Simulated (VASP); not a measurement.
# ScIr (Pm-3m) in VASP: further runs

The runs below take ScIr through single point, with LDA.

Program: VASP 6.6.1. These are calculated values, not measurements. Logs are shortened: lines on timing, memory, paths and dates and some standing lists are left out, and cuts for length are marked.

**1. The cell of the first run**

The structure is cubic, space group Pm-3m (No. 221). The conventional cell has a = 3.141 Å, b = 3.141 Å, c = 3.141 Å, α = 90.00°, β = 90.00°, γ = 90.00°. Within 3.6 Å of Sc (site symmetry m-3m) lie 8 Ir at 2.72 Å and 6 Sc at 3.14 Å. Ir (site symmetry m-3m) has 8 Sc at 2.72 Å and 6 Ir at 3.14 Å within 3.6 Å.

**2. Single point, LDA**

INCAR

```
ALGO     = Normal         # electronic algorithm
EDIFF    = 1E-6           # SCF threshold, eV
ENCUT    = 500            # plane-wave cutoff, eV
GGA      = CA             # functional
GGA_COMPAT= False        
ISIF     = 2              # what is computed and relaxed
ISMEAR   = -1             # smearing method
LASPH    = True           # aspherical terms in the spheres
LCHARG   = True           # write CHGCAR
LELF     = True           # ELF
LREAL    = False          # projectors in reciprocal space
LVHAR    = True         
LWAVE    = False          # write WAVECAR
NBANDS   = 17             # bands
NELM     = 120            # most SCF steps
PREC     = Accurate       # precision mode
SIGMA    = 0.1            # smearing width, eV
```

KPOINTS

```
k-points
0
Gamma
  9 9 9
```

POSCAR

```
ScIr
1.0
    3.1414124978      0.0000000000      0.0000000000
    0.0000000000      3.1414124978      0.0000000000
    0.0000000000      0.0000000000      3.1414124978
Sc Ir
1 1
Direct
    0.5000000000      0.5000000000      0.5000000000
    0.0000000000      0.0000000000      0.0000000000
```

Potentials or basis: VASP PAW LDA potentials, release 64 (Sc_sv, Ir).

Started as:

```sh
> cat potpaw_LDA.64/Sc_sv/POTCAR potpaw_LDA.64/Ir/POTCAR > POTCAR
> mpirun -np 1 vasp_std > vasp.out
```

OUTCAR:

```text
EDIFF = 1E-6
   ENCUT = 500
   GGA = CA
   ISIF = 2
   ISMEAR = -1
   LASPH = True
   LREAL = False
   NELM = 120
   PREC = Accurate

 ion  position               nearest neighbor table
   1  0.500  0.500  0.500-   2 2.72   2 2.72   2 2.72   2 2.72   2 2.72   2 2.72   2 2.72   2 2.72

   2  0.000  0.000  0.000-   1 2.72   1 2.72   1 2.72   1 2.72   1 2.72   1 2.72   1 2.72   1 2.72

  LATTYP: Found a simple cubic cell.
 ALAT       =     3.1414124978

  Lattice vectors:

 A1 = (   3.1414124978,   0.0000000000,   0.0000000000)
 A2 = (   0.0000000000,   3.1414124978,   0.0000000000)
 A3 = (   0.0000000000,   0.0000000000,   3.1414124978)

Analysis of symmetry for initial positions (statically):
=====================================================================
 Subroutine PRICEL returns:
 Original cell was already a primitive cell.

 Routine SETGRP: Setting up the symmetry group for a
 simple cubic supercell.

 Subroutine GETGRP returns: Found 48 space group operations
 (whereof 48 operations were pure point group operations)
 out of a pool of 48 trial point group operations.

The static configuration has the point symmetry O_h .

Analysis of symmetry for dynamics (positions and initial velocities):
=====================================================================
 Subroutine PRICEL returns:
 Original cell was already a primitive cell.

 Routine SETGRP: Setting up the symmetry group for a
 simple cubic supercell.

 Subroutine GETGRP returns: Found 48 space group operations
 (whereof 48 operations were pure point group operations)
 out of a pool of 48 trial point group operations.

The dynamic configuration has the point symmetry O_h .

 Subroutine INISYM returns: Found 48 space group operations
 (whereof 48 operations are pure point group operations),
 and found     1 'primitive' translations

----------------------------------------------------------------------------------------

                                     Primitive cell

  volume of cell :      31.0009

  direct lattice vectors                    reciprocal lattice vectors
     3.141412498  0.000000000  0.000000000     0.318328141  0.000000000  0.000000000
     0.000000000  3.141412498  0.000000000     0.000000000  0.318328141  0.000000000
     0.000000000  0.000000000  3.141412498     0.000000000  0.000000000  0.318328141

  length of vectors
     3.141412498  3.141412498  3.141412498     0.318328141  0.318328141  0.318328141

  position of ions in fractional coordinates (direct lattice)
     0.500000000  0.500000000  0.500000000
     0.000000000  0.000000000  0.000000000

  ion indices of the primitive-cell ions
   primitive index   ion index
                 1           1
                 2           2

----------------------------------------------------------------------------------------

 KPOINTS: k-points

Automatic generation of k-mesh.
 Grid dimensions read from file:
 generate k-points for:    9    9    9

 Generating k-lattice:

  Cartesian coordinates                     Fractional coordinates (reciprocal lattice)
     0.035369793  0.000000000  0.000000000     0.111111111  0.000000000  0.000000000
     0.000000000  0.035369793  0.000000000     0.000000000  0.111111111  0.000000000
     0.000000000  0.000000000  0.035369793     0.000000000  0.000000000  0.111111111

  Length of vectors
     0.035369793  0.035369793  0.035369793

  Shift w.r.t. Gamma in fractional coordinates (k-lattice)
     0.000000000  0.000000000  0.000000000

 Subroutine IBZKPT returns following result:
 ===========================================

 Found     35 irreducible k-points:

 Following reciprocal coordinates:
            Coordinates               Weight
  0.000000  0.000000  0.000000      1.000000
  0.111111  0.000000  0.000000      6.000000
  0.222222  0.000000  0.000000      6.000000
  0.333333  0.000000  0.000000      6.000000
  0.444444  0.000000  0.000000      6.000000
  0.111111  0.111111  0.000000     12.000000
[... 16 lines left out ...]
  0.333333  0.333333  0.111111     24.000000
  0.444444  0.333333  0.111111     48.000000
 [... further k-points ...]
   k-points           NKPTS =     35   k-points in BZ     NKDIM =     35   number of bands    NBANDS=     17
   number of dos      NEDOS =    301   number of ions     NIONS =      2
   total plane-waves  NPLWV =  13824
   dimension x,y,z NGX =    24 NGY =   24 NGZ =   24
   dimension x,y,z NGXF=    48 NGYF=   48 NGZF=   48
   ions per type =               1   1
   NGX,Y,Z   is equivalent  to a cutoff of  12.70, 12.70, 12.70 a.u.
   NGXF,Y,Z  is equivalent  to a cutoff of  25.40, 25.40, 25.40 a.u.
 SYSTEM =  unknown system
   PREC   = accura    normal or accurate (medium, high low for compatibility)
   ISTART =      0    job   : 0-new  1-cont  2-samecut
   ICHARG =      2    charge: 1-file 2-atom 10-const
   ISPIN  =      1    spin polarized calculation?
   LNONCOLLINEAR =      F non collinear calculations
   LSORBIT =      F    spin-orbit coupling
   LASPH  =      T    aspherical Exc in radial PAW
   ENCUT  =  500.0 eV  36.75 Ry    6.06 a.u.   5.73  5.73  5.73*2*pi/ulx,y,z
   NELM   =    120;   NELMIN=  2; NELMDL= -5     # of ELM steps
   EDIFF  = 0.1E-05   stopping-criterion for ELM
   LREAL  =      F    real-space projection
   EDIFFG = 0.1E-04   stopping-criterion for IOM
   NSW    =      0    number of steps for IOM
   IBRION =     -1    ionic relax: 0-MD 1-quasi-New 2-CG
   NFREE  =      0    steps in history (QN), initial steepest desc. (CG)
   ISIF   =      2    stress and relaxation
   ISYM   =      2    0-nonsym 1-usesym 2-fastsym
   POTIM  = 0.5000    time-step for ionic-motion
   TEBEG  =    0.0;   TEEND  =   0.0 temperature during run
   PSTRESS=    0.0 pullay stress
   NELECT =      20.0000    total number of electrons
   NUPDOWN=      -1.0000    fix difference up-down
   EMIN   =  10.00;   EMAX   =-10.00  energy-range for DOS
   EFERMI =   0.00;   METHOD = LEGACY
   ISMEAR =    -1;   SIGMA  =   0.10  broadening in eV -4-tet -1-fermi 0-gaus
   EFERMI_NEDOS =   21; number of points for ismear=-14 and -15
   IALGO  =     38    algorithm
   IMIX   =      4    mixing-type and parameters
     AMIX     =   0.40;   BMIX     =  1.00
     AMIX_MAG =   1.60;   BMIX_MAG =  1.00
  volume/ion in A,a.u.               =      15.50       104.60
  Fermi-wavevector in a.u.,A,eV,Ry     =   1.414577  2.673163 27.225632  2.001028
  Thomas-Fermi vector in A             =   2.536105
   LORBIT       =      0    0 simple, 1 ext, 2 COOP (PROOUT), +10 PAW based schemes
   GGA     = CA    functional components
   LHFCALC =     F    Hartree Fock is set to
   AEXX    =    0.0000 exact exchange contribution
   IVDW    =     0    specifies the selected vdW correction
   LEPSILON=     F    determine dielectric tensor
   LRPA    =     F    only Hartree local field effects (RPA)
 non-spin polarized calculation
  energy-cutoff  :      500.00
  volume of cell :       31.00
 maximum number of plane-waves:       808
 NGX is ok and might be reduce to    24
   NGX = 11   NGY = 11   NGZ = 11

 number of electron      19.9999996 magnetization

 Free energy of the ion-electron system (eV)
  ---------------------------------------------------
  ext. energy  EPLUGINS =         0.00000000
  ---------------------------------------------------
  free energy    TOTEN  =       -19.19444104 eV

  energy without entropy =      -19.18686104  energy(sigma->0) =      -19.19065104

 E-fermi :   7.7870     XC(G=0): -12.9231

 val. band max:        7.6510073369   @ k =   0.4444   0.4444   0.0000
 cond. band min:       7.8932894113   @ k =   0.4444   0.0000   0.0000
 fundamental gap:      0.2422820745
 Fermi energy:         7.7869761868

 k-point     1 :       0.0000    0.0000    0.0000
  band No.  band energies     occupation
      1     -40.6239      2.00000
      2     -19.4917      2.00000
      3     -19.4917      2.00000
      4     -19.4917      2.00000
      5      -0.3815      2.00000
      6       2.4512      2.00000
[... 9 lines left out ...]
     16      16.5238      0.00000
     17      16.5238      0.00000

 k-point     2 :       0.1111    0.0000    0.0000
  band No.  band energies     occupation
      1     -40.6188      2.00000
      2     -19.5400      2.00000
      3     -19.4903      2.00000
      4     -19.4903      2.00000
      5      -0.1189      2.00000
      6       2.5578      2.00000
[... 9 lines left out ...]
     16      15.6453      0.00000
     17      17.4170      0.00000

 k-point     3 :       0.2222    0.0000    0.0000
  band No.  band energies     occupation
      1     -40.6058      2.00000
      2     -19.6604      2.00000
      3     -19.4866      2.00000
      4     -19.4866      2.00000
      5       0.6091      2.00000
      6       2.8564      2.00000
[... 9 lines left out ...]
     16      13.9872      0.00000
     17      19.3268      0.00000

 k-point     4 :       0.3333    0.0000    0.0000
  band No.  band energies     occupation
      1     -40.5911      2.00000
      2     -19.7942      2.00000
      3     -19.4825      2.00000
      4     -19.4825      2.00000
      5       1.5869      2.00000
      6       3.2666      2.00000
[... 9 lines left out ...]
     16      12.9866      0.00000
     17      21.5738      0.00000
[... 343 lines left out ...]
      1     -40.5646      2.00000
      2     -19.8352      2.00000
      3     -19.6108      2.00000
      4     -19.5016      2.00000
      5       2.7280      2.00000
      6       3.5920      2.00000
[... 9 lines left out ...]
     16      13.3293      0.00000
     17      18.8959      0.00000

 k-point    23 :       0.3333    0.3333    0.1111
  band No.  band energies     occupation
      1     -40.5615      2.00000
      2     -19.7464      2.00000
      3     -19.7222      2.00000
      4     -19.4965      2.00000
      5       2.5145      2.00000
      6       3.3759      2.00000
[... 9 lines left out ...]
     16      14.4359      0.00000
     17      16.9890      0.00000

 k-point    24 :       0.4444    0.3333    0.1111
  band No.  band energies     occupation
      1     -40.5539      2.00000
      2     -19.8077      2.00000
      3     -19.7192      2.00000
      4     -19.4886      2.00000
      5       2.6158      2.00000
      6       3.1109      2.00000
[... 9 lines left out ...]
     16      13.5666      0.00000
     17      17.2067      0.00000

 [... further k-points ...]
[... 5 lines left out ...]
  --------------------------------------------------------------------------------------
  -------------------------------------------------------------------------------------
  Total        0.9808450      0.9808450      0.9808450     -0.0000000      0.0000000      0.0000000
  in kB       50.6916091     50.6916091     50.6916091     -0.0000000      0.0000000      0.0000000
  external PRESSURE =      50.6916091 kB  Pullay stress =       0.0000000 kB

 VOLUME and BASIS-vectors are now :
 -----------------------------------------------------------------------------
  energy-cutoff  :      500.00
  volume of cell :       31.00
      direct lattice vectors                 reciprocal lattice vectors
     3.141412498  0.000000000  0.000000000     0.318328141  0.000000000  0.000000000
     0.000000000  3.141412498  0.000000000     0.000000000  0.318328141  0.000000000
     0.000000000  0.000000000  3.141412498     0.000000000  0.000000000  0.318328141

 POSITION                                       TOTAL-FORCE (eV/Angst)
 -----------------------------------------------------------------------------------
      1.57071      1.57071      1.57071         0.000000      0.000000      0.000000
      0.00000      0.00000      0.00000         0.000000      0.000000      0.000000
 -----------------------------------------------------------------------------------
    total drift:                                0.000000      0.000000     -0.000000

  FREE ENERGIE OF THE ION-ELECTRON SYSTEM (eV)
  ---------------------------------------------------
  free  energy   TOTEN  =       -19.1944410390 eV

  energy  without entropy=      -19.1868610366  energy(sigma->0) =      -19.19065104
```

It took 25 s on 1 thread of Intel Xeon 8259CL, shared host; peak memory 0.14 GiB.

Results:

| Item | Value |
| --- | --- |
| Free energy | -19.1944 eV |
| Pressure | 5.1 GPa |
| Band gap on the k mesh | 0.24 eV, indirect (least direct gap 1.36 eV) |

Levels at points of the mesh, in eV from the valence-band top:
```tsv
k point	band 8	band 9	band 10	band 11	band 12	band 13
(0.00, 0.00, 0.00)	-1.79	-1.79	-1.79	2.50	2.50	4.79
```

Caveat: spin-orbit coupling is left out, which moves the levels of the heavy elements. A k mesh can miss the band edges.

**3. Single point, LDA**

This run uses another cell than the first one, of 15.36 Å³/atom, 0.991 times its volume.

INCAR

```
ALGO = Normal ; EDIFF = 1E-6
ENCUT = 500 ; GGA = CA
GGA_COMPAT = F ; ISIF = 2
ISMEAR = -1 ; LASPH = T
LCHARG = F ; LREAL = F
LWAVE = F ; NBANDS = 17
NELM = 120 ; PREC = Accurate
SIGMA = 0.1
```

KPOINTS is that of step 2.

POSCAR

```
ScIr
1.0
    3.1315681862      0.0000000000      0.0000000000
    0.0000000000      3.1315681862      0.0000000000
    0.0000000000      0.0000000000      3.1315681862
Sc Ir
1 1
Direct
    0.5000000000      0.5000000000      0.5000000000
    0.0000000000      0.0000000000      0.0000000000
```

Potentials or basis: VASP PAW LDA potentials, release 64 (Sc_sv, Ir).

Started as:

```sh
> cat potpaw_LDA.64/Sc_sv/POTCAR potpaw_LDA.64/Ir/POTCAR > POTCAR
> mpirun -np 1 vasp_std > vasp.out
```

Run time: 30 s. Hardware: 1 thread of Intel Xeon 8259CL, shared host; peak memory 0.14 GiB.

The run converged. Its results:

```
Free energy            : -19.1832 eV
Pressure               : 7.2 GPa
Band gap on the k mesh : 0.21 eV, indirect (least direct gap 1.37 eV)
```

Levels at points of the mesh, in eV from the valence-band top:
```tsv
k point	band 7	band 8	band 9	band 10	band 11	band 12	band 13	band 14
(0.00, 0.00, 0.00)	-5.28	-1.82	-1.82	-1.82	2.51	2.51	4.83	4.83
```

Caveat: spin-orbit coupling is left out, which moves the levels of the heavy elements. A k mesh can miss the band edges.
